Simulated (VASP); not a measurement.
The system is LiH.

```
CELL_PARAMETERS angstrom
0.00000 2.00299 2.00299
2.00299 0.00000 2.00299
2.00299 2.00299 0.00000
ATOMIC_POSITIONS crystal
Li 0.00000 0.00000 0.00000
H 0.50000 0.50000 0.50000
```

Base run:

| Item | Value |
| --- | --- |
| Program | VASP 6.6.1 |
| Functional | PBE |
| Potentials or basis | VASP PAW PBE potentials, release 64 (Li_sv, H) |
| Cutoff | 520 eV |
| k mesh | 8 × 8 × 8 |
| Occupations | gaussian, width 0.01 eV |
| Spin | no spin polarisation |

Its results: band gap on the k mesh 2.98 eV.

Task: The run is repeated on the same cell with these changes: functional from PBE to r2SCAN. What comes out?

Result: Band gap on the k mesh 3.58 eV.

A k mesh can miss the band edges.
